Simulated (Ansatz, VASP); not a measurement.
Two plane-wave programs on Ru

```
CELL_PARAMETERS angstrom
2.75676 0.00000 0.00000
-1.37838 2.38743 0.00000
0.00000 0.00000 4.25192
ATOMIC_POSITIONS crystal
Ru 0.33333 0.66667 0.25000
Ru 0.66667 0.33333 0.75000
```

Change from the starting cell: strain +0.025 along x and y, +0.000 along z, atoms carried along.

Alike in both runs: task single point; functional PBEsol; k mesh 24 × 24 × 14; occupations gaussian, width 0.15 eV; no spin polarisation.

|  | VASP | Ansatz |
| --- | --- | --- |
| version | VASP 6.6.1 | Ansatz 0.2.0 |
| potentials or method | VASP PAW PBE potentials, release 64 (Ru_pv), cutoff 520 eV | scalar-relativistic, plane waves, PAW |
| valence electrons in the cell | 28 | 32 |

Ansatz gave:

* gap on the k mesh at the Fermi level (eV): none
* pressure (GPa): -14.7
* traceless stress, the component that is largest in VASP (GPa): 5.55

Question: Estimate VASP's values.

Answer: gap on the k mesh at the Fermi level (eV): none; pressure (GPa): -14.8; traceless stress, the component that is largest in VASP (GPa): 5.56.

VASP's potentials were made for PBE, not for PBEsol. A gap of «none» marks a metal or a gap that the smearing closes. VASP's potentials hold 28 valence electrons a cell and Ansatz's 32, so a difference there can come from the potentials and not from the codes.
